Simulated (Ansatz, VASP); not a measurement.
This is a calculation of HgTe for Ansatz 0.2.0.

Contents of input.yaml:

```yaml
crystal:
  lattice:
    - [0.0, 3.18, 3.18]
    - [3.18, 0.0, 3.18]
    - [3.18, 3.18, 0.0]
  atoms:
    - { symbol: Hg, position: [0.0, 0.0, 0.0] }
    - { symbol: Te, position: [0.5, 0.5, 0.5] }
hamiltonian:
  xc: pbe
  pseudopotentials: { kind: paw }
kpoints:
  mp_grid: { grid: [7, 7, 7] }
scf:
  occupations: { method: gaussian, width: 0.019 }
output:
  forces: true
  stress: true
  eigenvalues: true
```

Potentials or basis: Ansatz PAW.

Launch:

```console
$ ansatz run input.yaml --threads 2 --pin off --max-ram 5632MiB --backend cpu --events-out ev --progress --plain --runs-dir out
```

Q: Set up the same calculation for VASP 6.6.1. Potentials there: VASP PAW PBE potentials, release 64 (Hg, Te).

A: As run (the cutoff follows the program's own potentials):

Contents of INCAR:

```
SYSTEM = HgTe
ALGO = Normal
EDIFF = 1E-6
ENCUT = 520
GGA = PE
ISIF = 2
ISMEAR = 0
LASPH = .True.
LCHARG = .False.
LREAL = .False.
LWAVE = .False.
NBANDS = 16
NELM = 100
PREC = Accurate
SIGMA = 0.019000000000000003
```

File KPOINTS:

```
k-points
0
Gamma
  7 7 7
  0 0 0
```

Contents of POSCAR:

```
HgTe
1.0
    0.0000000000      3.1800000000      3.1800000000
    3.1800000000      0.0000000000      3.1800000000
    3.1800000000      3.1800000000      0.0000000000
Hg Te
1 1
Direct
    0.0000000000      0.0000000000      0.0000000000
    0.5000000000      0.5000000000      0.5000000000
```

Potentials or basis: VASP PAW PBE potentials, release 64 (Hg, Te).

Command:

```sh
$ cat potpaw_PBE.64/Hg/POTCAR potpaw_PBE.64/Te/POTCAR > POTCAR
$ mpirun -np 1 vasp_std > vasp.out
```

Both were run:

|  | VASP | Ansatz | Ansatz less VASP |
| --- | --- | --- | --- |
| gap on the k mesh at the Fermi level (eV) | none | none | - |
| pressure (GPa) | -3.7 | -3.8 | -0.06 |

A gap of «none» marks a metal or a gap that the smearing closes. VASP's potentials hold 18 valence electrons a cell and Ansatz's 36, so a difference there can come from the potentials and not from the codes.

Neither program's run includes spin-orbit coupling.
